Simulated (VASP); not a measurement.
Crystal: BaF2 (Frankdicksonite).

```
CELL_PARAMETERS angstrom
0.00000 3.10005 3.10005
3.10005 0.00000 3.10005
3.10005 3.10005 0.00000
ATOMIC_POSITIONS crystal
Ba 0.00000 0.00000 0.00000
F 0.25000 0.25000 0.25000
F 0.75000 0.75000 0.75000
```

Base run:

| Item | Value |
| --- | --- |
| Program | VASP 6.6.1 |
| Functional | BLYP |
| Potentials or basis | VASP PAW PBE potentials, release 64 (Ba_sv, F) |
| Cutoff | 600 eV |
| k mesh | 6 × 6 × 6 |
| Occupations | gaussian, width 0.01 eV |
| Spin | no spin polarisation |

Its results: band gap on the k mesh 6.86 eV, indirect (least direct gap 6.93 eV); pressure 4.3 GPa.

Q: The run is repeated on the same cell with these changes: functional from BLYP to revPBE. What comes out?

A: Band gap on the k mesh 7.07 eV, indirect (least direct gap 7.13 eV); pressure 4.4 GPa.

Caveats: the PAW data sets were made with another functional, which shifts forces and pressure a little; spin-orbit coupling is left out, which moves the levels of the heavy elements.

A k mesh can miss the band edges.
